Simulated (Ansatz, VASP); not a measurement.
One calculation of AlRu, two programs

File INCAR:

```
SYSTEM = AlRu
PREC = Accurate
ENCUT = 520
EDIFF = 1E-6
ISMEAR = 0
SIGMA = 0.15
LREAL = .False.
LASPH = .True.
NELM = 100
ALGO = Fast
ISIF = 2
LWAVE = .False.
LCHARG = .False.
GGA = PE
NBANDS = 16
```

KPOINTS

```
Automatic mesh
0
Gamma
  20 20 20
  0 0 0
```

Contents of POSCAR:

```
AlRu
1.0
    3.0040847246      0.0000000000      0.0000000000
    0.0000000000      3.0040847246      0.0000000000
    0.0000000000      0.0000000000      3.0040847246
Al Ru
1 1
Direct
    0.0000000000      0.0000000000     -0.0748980207
    0.5000000000      0.5000000000      0.5000000000
```

Input for Ansatz:

```yaml
crystal:
  lattice:
    - [3.0040847246, 0.0, 0.0]
    - [0.0, 3.0040847246, 0.0]
    - [0.0, 0.0, 3.0040847246]
  atoms:
    - { symbol: Al, position: [0.0, 0.0, -0.0748980207] }
    - { symbol: Ru, position: [0.5, 0.5, 0.5] }
basis:
  ecutwfc: 420
kpoints:
  mp_grid: { grid: [20, 20, 20] }
hamiltonian:
  xc: pbe
scf:
  occupations: { method: gaussian, width: 0.15 }
output:
  forces: true
  stress: true
  eigenvalues: true
```

Alike in both runs: task single point; functional PBE; k mesh 20 × 20 × 20; occupations gaussian, width 0.15 eV; no spin polarisation.

|  | VASP | Ansatz |
| --- | --- | --- |
| version | VASP 6.6.1 | Ansatz 0.2.0 |
| potentials or method | VASP PAW PBE potentials, release 64 (Al, Ru_pv), cutoff 520 eV | scalar-relativistic, plane waves, PAW |
| valence electrons in the cell | 17 | 19 |

Ansatz gave:

* gap on the k mesh at the Fermi level (eV): none
* pressure (GPa): 3.7
* traceless stress, the component that is largest in VASP (GPa): -2.54
* rms of the force components (eV/Å): 0.951

Estimate VASP's values.

gap on the k mesh at the Fermi level (eV): none; pressure (GPa): 3.7; traceless stress, the component that is largest in VASP (GPa): -2.58; rms of the force components (eV/Å): 0.957.

Atom by atom the forces differ by 0.006 eV/Å (rms over components). A gap of «none» marks a metal or a gap that the smearing closes. With one functional, cell and mesh, what is left measures potentials, basis and numerics. VASP's potentials hold 17 valence electrons a cell and Ansatz's 19, so a difference there can come from the potentials and not from the codes.
